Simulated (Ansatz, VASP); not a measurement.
# V in VASP and in Ansatz

INCAR

```
SYSTEM = V
  PREC = Accurate
  ENCUT = 520
  EDIFF = 1E-7
  ISMEAR = 0
  SIGMA = 0.05
  LREAL = .FALSE.
  LASPH = .TRUE.
  NELM = 150
  ALGO = Normal
  ISIF = 2
  LWAVE = .FALSE.
  LCHARG = .FALSE.
  ISPIN = 2
  MAGMOM = 0.05
  LORBIT = 11
  LMAXMIX = 4
  GGA = PE
  NBANDS = 16
```

KPOINTS

```
Automatic mesh
0
G
  18 18 18
  0 0 0
```

The input POSCAR:

```
V
1.0
    0.0000000000      1.9090094966      1.9090094966
    1.9090094966      0.0000000000      1.9090094966
    1.9090094966      1.9090094966      0.0000000000
V
1
Direct
    0.0000000000      0.0000000000      0.0000000000
```

Input for Ansatz:

```yaml
crystal:
  lattice:
    - [0.0, 1.9090094966, 1.9090094966]
    - [1.9090094966, 0.0, 1.9090094966]
    - [1.9090094966, 1.9090094966, 0.0]
  atoms:
    - { symbol: V, position: [0.0, 0.0, 0.0], spin: 0.05 }
basis:
  ecutwfc: 420
  ecutrho_ratio: 4
kpoints:
  mp_grid: { grid: [18, 18, 18] }
hamiltonian:
  xc: pbe
scf:
  occupations: { method: gaussian, width: 0.05 }
output:
  forces: true
  stress: true
  eigenvalues: true
  populations: true
magnetization:
  spin_polarized: true
```

Alike in both runs: task single point; functional PBE; k mesh 18 × 18 × 18; occupations gaussian, width 0.05 eV; collinear spin.

|  | VASP | Ansatz |
| --- | --- | --- |
| version | VASP 6.6.1 | Ansatz 0.2.0 |
| potentials or method | VASP PAW PBE potentials, release 64 (V_sv), cutoff 520 eV | scalar-relativistic, plane waves, PAW |
| valence electrons in the cell | 13 | 13 |

```csv
,VASP,Ansatz,Ansatz less VASP
pressure (GPa),-0.1,-0.3,-0.20
net moment per atom (μB),0.00,0.00,0.000
```

Ansatz's warnings: seeded moment not kept.
